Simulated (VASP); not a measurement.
# NaCl (Pm-3m) in VASP: notebook

The runs below take NaCl through relaxation of cell and atoms, single point, with HSE06.

Program: VASP 6.6.1. These are calculated values, not measurements. Logs are shortened: lines on timing, memory, paths and dates and some standing lists are left out, and cuts for length are marked.

### 1 The cell of the first run

Symmetry: Pm-3m, No. 221, cubic system. Conventional cell: a = 3.460 Å, b = 3.460 Å, c = 3.460 Å, α = 90.00°, β = 90.00°, γ = 90.00°. Na (site symmetry m-3m) has 8 Cl at 3.00 Å and 6 Na at 3.46 Å within 3.9 Å. Within 3.9 Å of Cl (site symmetry m-3m) lie 8 Na at 3.00 Å and 6 Cl at 3.46 Å.

### 2 Relaxation of cell and atoms, HSE06

Input file POSCAR:

```
NaCl
1.0
    3.4595452951      0.0000000000      0.0000000000
    0.0000000000      3.4595452951      0.0000000000
    0.0000000000      0.0000000000      3.4595452951
Na Cl
1 1
Direct
    0.0000000000      0.0000000000      0.0000000000
    0.5000000000      0.5000000000      0.5000000000
```

Input file INCAR.step1:

```
SYSTEM = NaCl
  PREC = Accurate
  ENCUT = 600
  EDIFF = 1E-5
  ISMEAR = -1
  SIGMA = 0.02
  LREAL = .FALSE.
  LASPH = .TRUE.
  NELM = 60
  ALGO = Normal
  LWAVE = .TRUE.
  LCHARG = .FALSE.
  GGA = PE
  NBANDS = 14
```

Input file INCAR.step2:

```
SYSTEM = NaCl
  PREC = Accurate
  ENCUT = 600
  EDIFF = 1E-6
  ISMEAR = -1
  SIGMA = 0.02
  LREAL = .FALSE.
  LASPH = .TRUE.
  NELM = 60
  ALGO = Normal
  ISIF = 3
  LWAVE = .FALSE.
  LCHARG = .FALSE.
  GGA = PE
  LHFCALC = .TRUE.
  HFSCREEN = 0.2079
  PRECFOCK = Normal
  IBRION = 2
  NSW = 80
  EDIFFG = -0.005
  ISTART = 1
```

Input file KPOINTS:

```
regular mesh
0
G
  4 4 4
  0 0 0
```

Potentials or basis: VASP PAW PBE potentials, release 64 (Na_pv, Cl).

The run is started by

```console
$ cat potpaw_PBE.64/Na_pv/POTCAR potpaw_PBE.64/Cl/POTCAR > POTCAR
$ cp INCAR.step1 INCAR
$ mpirun -np 1 vasp_std > vasp.out
$ cp INCAR.step2 INCAR
$ mpirun -np 1 vasp_std > vasp.out
```

OUTCAR:

```text
SYSTEM = NaCl
   PREC = Accurate
   ENCUT = 600
   EDIFF = 1E-6
   ISMEAR = -1
   LREAL = .FALSE.
   LASPH = .TRUE.
   NELM = 60
   ISIF = 3
   GGA = PE
   LHFCALC = .TRUE.
   HFSCREEN = 0.2079
   PRECFOCK = Normal
   IBRION = 2
   NSW = 80
   EDIFFG = -0.005
   ISTART = 1

 ion  position               nearest neighbor table
   1  0.000  0.000  0.000-
   2  0.500  0.500  0.500-

  LATTYP: Found a simple cubic cell.
 ALAT       =     3.4595452951

  Lattice vectors:

 A1 = (   3.4595452951,   0.0000000000,   0.0000000000)
 A2 = (   0.0000000000,   3.4595452951,   0.0000000000)
 A3 = (   0.0000000000,   0.0000000000,   3.4595452951)

Analysis of symmetry for initial positions (statically):
=====================================================================
 Subroutine PRICEL returns:
 Original cell was already a primitive cell.

 Routine SETGRP: Setting up the symmetry group for a
 simple cubic supercell.

 Subroutine GETGRP returns: Found 48 space group operations
 (whereof 48 operations were pure point group operations)
 out of a pool of 48 trial point group operations.

The static configuration has the point symmetry O_h .

Analysis of symmetry for dynamics (positions and initial velocities):
=====================================================================
 Subroutine PRICEL returns:
 Original cell was already a primitive cell.

 Routine SETGRP: Setting up the symmetry group for a
 simple cubic supercell.

 Subroutine GETGRP returns: Found 48 space group operations
 (whereof 48 operations were pure point group operations)
 out of a pool of 48 trial point group operations.

The dynamic configuration has the point symmetry O_h .

 Subroutine INISYM returns: Found 48 space group operations
 (whereof 48 operations are pure point group operations),
 and found     1 'primitive' translations

----------------------------------------------------------------------------------------

                                     Primitive cell

  volume of cell :      41.4054

  direct lattice vectors                    reciprocal lattice vectors
     3.459545295  0.000000000  0.000000000     0.289055328  0.000000000  0.000000000
     0.000000000  3.459545295  0.000000000     0.000000000  0.289055328  0.000000000
     0.000000000  0.000000000  3.459545295     0.000000000  0.000000000  0.289055328

  length of vectors
     3.459545295  3.459545295  3.459545295     0.289055328  0.289055328  0.289055328

  position of ions in fractional coordinates (direct lattice)
     0.000000000  0.000000000  0.000000000
     0.500000000  0.500000000  0.500000000

  ion indices of the primitive-cell ions
   primitive index   ion index
                 1           1
                 2           2

----------------------------------------------------------------------------------------

 KPOINTS: regular mesh

Automatic generation of k-mesh.
 Grid dimensions read from file:
 generate k-points for:    4    4    4

 Generating k-lattice:

  Cartesian coordinates                     Fractional coordinates (reciprocal lattice)
     0.072263832  0.000000000  0.000000000     0.250000000  0.000000000  0.000000000
     0.000000000  0.072263832  0.000000000     0.000000000  0.250000000  0.000000000
     0.000000000  0.000000000  0.072263832     0.000000000  0.000000000  0.250000000

  Length of vectors
     0.072263832  0.072263832  0.072263832

  Shift w.r.t. Gamma in fractional coordinates (k-lattice)
     0.000000000  0.000000000  0.000000000

 Subroutine IBZKPT returns following result:
 ===========================================

 Found     10 irreducible k-points:

 Following reciprocal coordinates:
            Coordinates               Weight
  0.000000  0.000000  0.000000      1.000000
  0.250000  0.000000  0.000000      6.000000
  0.500000  0.000000  0.000000      3.000000
  0.250000  0.250000  0.000000     12.000000
  0.500000  0.250000  0.000000     12.000000
  0.500000  0.500000  0.000000      3.000000
  0.250000  0.250000  0.250000      8.000000
  0.500000  0.250000  0.250000     12.000000
  0.500000  0.500000  0.250000      6.000000
  0.500000  0.500000  0.500000      1.000000
   k-points           NKPTS =     10   k-points in BZ     NKDIM =     64   number of bands    NBANDS=     11
   number of dos      NEDOS =    301   number of ions     NIONS =      2
   total plane-waves  NPLWV =  21952
   dimension x,y,z NGX =    28 NGY =   28 NGZ =   28
   dimension x,y,z NGXF=    56 NGYF=   56 NGZF=   56
   ions per type =               1   1
   NGX,Y,Z   is equivalent  to a cutoff of  13.46, 13.46, 13.46 a.u.
   NGXF,Y,Z  is equivalent  to a cutoff of  26.91, 26.91, 26.91 a.u.
 SYSTEM =  NaCl
   PREC   = accura    normal or accurate (medium, high low for compatibility)
   ISTART =      1    job   : 0-new  1-cont  2-samecut
   ICHARG =      0    charge: 1-file 2-atom 10-const
   ISPIN  =      1    spin polarized calculation?
   LNONCOLLINEAR =      F non collinear calculations
   LSORBIT =      F    spin-orbit coupling
   LASPH  =      T    aspherical Exc in radial PAW
   ENCUT  =  600.0 eV  44.10 Ry    6.64 a.u.   6.91  6.91  6.91*2*pi/ulx,y,z
   NELM   =     60;   NELMIN=  2; NELMDL=  0     # of ELM steps
   EDIFF  = 0.1E-05   stopping-criterion for ELM
   LREAL  =      F    real-space projection
   EDIFFG = -.5E-02   stopping-criterion for IOM
   NSW    =     80    number of steps for IOM
   IBRION =      2    ionic relax: 0-MD 1-quasi-New 2-CG
   NFREE  =      1    steps in history (QN), initial steepest desc. (CG)
   ISIF   =      3    stress and relaxation
   ISYM   =      3    0-nonsym 1-usesym 2-fastsym
   POTIM  = 0.5000    time-step for ionic-motion
   TEBEG  =    0.0;   TEEND  =   0.0 temperature during run
   PSTRESS=    0.0 pullay stress
   NELECT =      14.0000    total number of electrons
   NUPDOWN=      -1.0000    fix difference up-down
   EMIN   =  10.00;   EMAX   =-10.00  energy-range for DOS
   EFERMI =   0.00;   METHOD = LEGACY
   ISMEAR =    -1;   SIGMA  =   0.02  broadening in eV -4-tet -1-fermi 0-gaus
   EFERMI_NEDOS =   21; number of points for ismear=-14 and -15
   IALGO  =     38    algorithm
   IMIX   =      1    mixing-type and parameters
     AMIX     =   0.40;   BMIX     =  1.00
     AMIX_MAG =   1.60;   BMIX_MAG =  1.00
  volume/ion in A,a.u.               =      20.70       139.71
  Fermi-wavevector in a.u.,A,eV,Ry     =   1.140508  2.155248 17.697906  1.300759
  Thomas-Fermi vector in A             =   2.277210
   LORBIT       =      0    0 simple, 1 ext, 2 COOP (PROOUT), +10 PAW based schemes
   GGA     = PE    functional components
   LHFCALC =     T    Hartree Fock is set to
   PRECFOCK=normal    Normal, Fast or Accurate (Low or Medium for compatibility)
   ENCUT4O =  -1.0   cutoff for four orbital integrals eV
   NKREDX  =     1    reduce k-point grid by
   NKREDY  =     1    reduce k-point grid by
   NKREDZ  =     1    reduce k-point grid by
   AEXX    =    0.2500 exact exchange contribution
   HFSCREEN=    0.2079 screening length (either q_TF or 0.3 A-1)
   HFSCREENC=   0.2079 screening length for correlation (either q_TF or 0.3 A-1)
   ENCUTFOCK=  -1.0 apply spherical cutoff to Coloumb kernel
   IVDW    =     0    specifies the selected vdW correction
   LEPSILON=     F    determine dielectric tensor
   LRPA    =     F    only Hartree local field effects (RPA)
 conjugate gradient relaxation of ions
 non-spin polarized calculation
  energy-cutoff  :      600.00
  volume of cell :       41.41
 maximum number of plane-waves:      1406
 NGX is ok and might be reduce to    28
  NGX = 24; NGY = 24; NGZ = 24

--------------------------------------- Ionic step        1  -------------------------------------------

 number of electron      13.9999999 magnetization

 Free energy of the ion-electron system (eV)
  ---------------------------------------------------
  ext. energy  EPLUGINS =         0.00000000
  ---------------------------------------------------
  free energy    TOTEN  =        -7.54813086 eV

  energy without entropy =       -7.54813086  energy(sigma->0) =       -7.54813086

------------------------ aborting loop because EDIFF is reached ----------------------------------------

  FORCE on cell =-STRESS in cart. coord.  units (eV):
  Direction    XX          YY          ZZ          XY          YZ          ZX
  --------------------------------------------------------------------------------------
  -------------------------------------------------------------------------------------
  Total        0.1770178      0.1770178      0.1770178     -0.0000000     -0.0000000      0.0000000
  in kB        6.8496846      6.8496846      6.8496846     -0.0000000     -0.0000000      0.0000000
  external PRESSURE =       6.8496846 kB  Pullay stress =       0.0000000 kB
[... 57 lines left out ...]
  energy  without entropy=       -7.5497223351  energy(sigma->0) =       -7.54972234

--------------------------------------- Ionic step        3  -------------------------------------------

 number of electron      13.9999987 magnetization

 Free energy of the ion-electron system (eV)
  ---------------------------------------------------
  ext. energy  EPLUGINS =         0.00000000
  ---------------------------------------------------
  free energy    TOTEN  =        -7.55011244 eV

  energy without entropy =       -7.55011244  energy(sigma->0) =       -7.55011244

 E-fermi :   0.0974     XC(G=0):  -7.0542

 val. band max:       -0.3858394730   @ k =   0.5000   0.5000   0.0000
 cond. band min:       4.9566922215   @ k =   0.0000   0.0000   0.0000
 fundamental gap:      5.3425316945
 Fermi energy:         0.0974364068

 k-point     1 :       0.0000    0.0000    0.0000
  band No.  band energies     occupation
      1     -24.6115      2.00000
      2     -24.6115      2.00000
      3     -24.6115      2.00000
      4     -15.0702      2.00000
      5      -0.9311      2.00000
      6      -0.9311      2.00000
      7      -0.9311      2.00000
      8       4.9567      0.00000
      9       9.5226      0.00000
     10       9.5226      0.00000
     11      17.1616      0.00000
[... 153 lines left out ...]
  FREE ENERGIE OF THE ION-ELECTRON SYSTEM (eV)
  ---------------------------------------------------
  free  energy   TOTEN  =        -7.5501124364 eV

  energy  without entropy=       -7.5501124364  energy(sigma->0) =       -7.55011244

 reached required accuracy - stopping structural energy minimisation
```

It took 15 min on 1 thread of Intel Xeon 8259CL, shared host; peak memory 0.26 GiB.

What came out:

```
Free energy                           : -7.5501 eV
Relaxed volume                        : 21.15 Å³/atom
Relaxed cell                          : a = 3.484 Å, b = 3.484 Å, c = 3.484 Å, α = 90.00°, β = 90.00°, γ = 90.00°
Space group after relaxing (to 0.1 Å) : Pm-3m (No. 221)
Energy gained by relaxing             : 1.0 meV/atom
Ionic steps                           : 3
Pressure after relaxing               : 0.0 GPa
Band gap on the k mesh                : 5.34 eV (least direct gap 5.89 eV)
```

Step by step:
```
step  energy change (eV)  largest force (eV/Å)  pressure (GPa)  volume (Å³)
   1              0.0000                0.0000            0.68        41.41
   2             -0.0016                0.0000            0.27        41.94
   3             -0.0020                0.0000            0.03        42.30
```

Final structure:
```
Na Cl
1.0
     3.48435    0.00000    0.00000
     0.00000    3.48435    0.00000
     0.00000    0.00000    3.48435
Na Cl
1 1
Direct
  0.00000 0.00000 0.00000
  0.50000 0.50000 0.50000
```

Caveat: the k points lie up to 0.45 Å⁻¹ apart in the final cell; the PAW data sets were made with another functional, which shifts forces and pressure a little.

### 3 Single point, HSE06

POSCAR is that of step 2.

Input file INCAR.step1:

```
  ALGO = Normal
  EDIFF = 1E-5
  ENCUT = 520
  GGA = PE
  ISIF = 2
  ISMEAR = 0
  LASPH = True
  LCHARG = False
  LREAL = False
  LWAVE = True
  NBANDS = 14
  NELM = 60
  PREC = Accurate
  SIGMA = 0.01
```

Input file INCAR.step2:

```
  ALGO = Normal
  EDIFF = 1E-6
  ENCUT = 520
  GGA = PE
  HFSCREEN = 0.2079
  ISIF = 2
  ISMEAR = 0
  ISTART = 1
  LASPH = True
  LCHARG = False
  LHFCALC = True
  LREAL = False
  LWAVE = False
  NBANDS = 14
  NELM = 60
  PREC = Accurate
  PRECFOCK = Normal
  SIGMA = 0.01
```

Input file KPOINTS:

```
k-points
0
Gamma
  6 6 6
```

Potentials or basis: VASP PAW PBE potentials, release 64 (Na_pv, Cl).

The run is started by

```console
$ cat potpaw_PBE.64/Na_pv/POTCAR potpaw_PBE.64/Cl/POTCAR > POTCAR
$ cp INCAR.step1 INCAR
$ mpirun -np 1 vasp_std > vasp.out
$ cp INCAR.step2 INCAR
$ mpirun -np 1 vasp_std > vasp.out
```

OUTCAR:

```text
EDIFF = 1E-6
   ENCUT = 520
   GGA = PE
   HFSCREEN = 0.2079
   ISIF = 2
   ISMEAR = 0
   ISTART = 1
   LASPH = True
   LHFCALC = True
   LREAL = False
   NELM = 60
   PREC = Accurate
   PRECFOCK = Normal

 ion  position               nearest neighbor table
   1  0.000  0.000  0.000-
   2  0.500  0.500  0.500-

  LATTYP: Found a simple cubic cell.
 ALAT       =     3.4595452951

  Lattice vectors:

 A1 = (   3.4595452951,   0.0000000000,   0.0000000000)
 A2 = (   0.0000000000,   3.4595452951,   0.0000000000)
 A3 = (   0.0000000000,   0.0000000000,   3.4595452951)

Analysis of symmetry for initial positions (statically):
=====================================================================
 Subroutine PRICEL returns:
 Original cell was already a primitive cell.

 Routine SETGRP: Setting up the symmetry group for a
 simple cubic supercell.

 Subroutine GETGRP returns: Found 48 space group operations
 (whereof 48 operations were pure point group operations)
 out of a pool of 48 trial point group operations.

[... 176 lines left out ...]
      2     -24.4301      2.00000
      3     -24.4301      2.00000
      4     -15.0127      2.00000
      5      -0.8056      2.00000
      6      -0.8056      2.00000
      7      -0.8056      2.00000
      8       5.1783      0.00000
      9       9.6438      0.00000
     10       9.6438      0.00000
     11      17.5269      0.00000
     12      17.5858      0.00000
     13      17.5898      0.00000
     14      17.5934      0.00000
[... 309 lines left out ...]
      1     -24.4573      2.00000
      2     -24.4573      2.00000
      3     -24.4573      2.00000
      4     -13.9468      2.00000
      5      -2.3606      2.00000
      6      -2.3606      2.00000
      7      -2.3606      2.00000
      8       8.1983      0.00000
      9       8.1983      0.00000
     10       8.1983      0.00000
     11      13.3333      0.00000
     12      17.7929      0.00000
     13      17.7929      0.00000
     14      17.7929      0.00000

------------------------ aborting loop because EDIFF is reached ----------------------------------------

  FORCE on cell =-STRESS in cart. coord.  units (eV):
  Direction    XX          YY          ZZ          XY          YZ          ZX
  --------------------------------------------------------------------------------------
  -------------------------------------------------------------------------------------
  Total        0.1441863      0.1441863      0.1441863      0.0000000     -0.0000000      0.0000000
  in kB        5.5792703      5.5792703      5.5792703      0.0000000     -0.0000000      0.0000000
  external PRESSURE =       5.5792703 kB  Pullay stress =       0.0000000 kB

 VOLUME and BASIS-vectors are now :
 -----------------------------------------------------------------------------
  energy-cutoff  :      520.00
  volume of cell :       41.41
      direct lattice vectors                 reciprocal lattice vectors
     3.459545295  0.000000000  0.000000000     0.289055328  0.000000000  0.000000000
     0.000000000  3.459545295  0.000000000     0.000000000  0.289055328  0.000000000
     0.000000000  0.000000000  3.459545295     0.000000000  0.000000000  0.289055328

 POSITION                                       TOTAL-FORCE (eV/Angst)
 -----------------------------------------------------------------------------------
      0.00000      0.00000      0.00000         0.000000      0.000000      0.000000
      1.72977      1.72977      1.72977         0.000000      0.000000      0.000000
 -----------------------------------------------------------------------------------
    total drift:                                0.000001      0.000000      0.000001

  FREE ENERGIE OF THE ION-ELECTRON SYSTEM (eV)
  ---------------------------------------------------
  free  energy   TOTEN  =        -7.5557242363 eV

  energy  without entropy=       -7.5557242363  energy(sigma->0) =       -7.55572424
```

OSZICAR.step1:

```text
N       E                     dE             d eps       ncg     rms          rms(c)
DAV:   1     0.991211112458E+02    0.99121E+02   -0.70674E+03   560   0.108E+03
DAV:   2     0.110429642617E+01   -0.98017E+02   -0.88481E+02   644   0.271E+02
DAV:   3    -0.659245623101E+01   -0.76968E+01   -0.76517E+01   668   0.709E+01
DAV:   4    -0.670796051726E+01   -0.11550E+00   -0.11545E+00   674   0.927E+00
DAV:   5    -0.671048070906E+01   -0.25202E-02   -0.25201E-02   716   0.139E+00    0.234E+00
DAV:   6    -0.649156855399E+01    0.21891E+00   -0.29392E-01   702   0.342E+00    0.167E+00
DAV:   7    -0.646246187747E+01    0.29107E-01   -0.90703E-02   768   0.183E+00    0.115E+00
DAV:   8    -0.646260380084E+01   -0.14192E-03   -0.10624E-02   596   0.940E-01    0.429E-01
DAV:   9    -0.646236780386E+01    0.23600E-03   -0.46200E-04   704   0.162E-01    0.191E-01
DAV:  10    -0.646243561213E+01   -0.67808E-04   -0.22073E-04   602   0.113E-01    0.319E-02
DAV:  11    -0.646243245939E+01    0.31527E-05   -0.98811E-06   666   0.287E-02
   1 F= -.64624325E+01 E0= -.64624325E+01  d E =-.798357E-18
```

Wall time 22 min (1 thread of Intel Xeon 8259CL, shared host); peak memory 0.26 GiB.

What came out:

```yaml
Free_energy: -7.5557 eV
Pressure: 0.6 GPa
Band_gap_on_the_k_mesh: 5.42 eV (least direct gap 5.98 eV)
```

Caveat: the PAW data sets were made with another functional, which shifts forces and pressure a little.
